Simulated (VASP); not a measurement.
**C: single point with r2SCAN**

C:

```
CELL_PARAMETERS angstrom
0.00000 1.72990 1.83690
1.72990 0.00000 1.83690
1.72990 1.72990 0.00000
ATOMIC_POSITIONS crystal
C 0.50000 0.50000 0.50000
C 0.75000 0.75000 0.75000
```

This cell differs from its parent crystal: strain -0.030 along x and y, +0.030 along z.

* Program: VASP 6.6.1
* Task: single point
* Functional: r2SCAN
* Potentials or basis: VASP PAW PBE potentials, release 64 (C_h)
* Cutoff: 1430 eV
* k mesh: 12 × 12 × 12
* Occupations: gaussian, width 0.05 eV
* Spin: no spin polarisation

| Item | Value |
| --- | --- |
| Pressure | 11.7 GPa |
| Band gap on the k mesh | 3.64 eV (least direct gap 5.39 eV) |

Stress tensor (GPa, compression positive):
```
 33.43   0.00   0.00
  0.00  33.43   0.00
  0.00   0.00 -31.75
```

Levels at points of the mesh, in eV from the valence-band top:
```tsv
k point	band 1	band 2	band 3	band 4	band 5	band 6	band 7	band 8
(0.00, 0.00, 0.00)	-23.45	-1.04	0.00	0.00	5.39	5.39	6.20	14.18
(0.50, 0.00, 0.00)	-17.31	-14.72	-3.99	-2.78	7.55	8.97	10.12	16.73
(0.50, 0.50, 0.00)	-14.78	-14.78	-6.53	-6.53	5.77	5.77	17.81	17.81
(0.50, 0.00, 0.50)	-13.80	-13.80	-7.47	-7.47	4.28	4.28	17.97	17.97
```

Run time: 3.1 min on 1 thread of AMD EPYC 7R13 Processor (Zen 3), on a shared host, peak memory 0.19 GiB.

Caveat: the cell differs from its parent crystal (strain -0.030 along x and y, +0.030 along z); the stress differs along the axes, from -32 to 33 GPa; the PAW data sets were made with another functional, which shifts forces and pressure a little. A k mesh can miss the band edges.
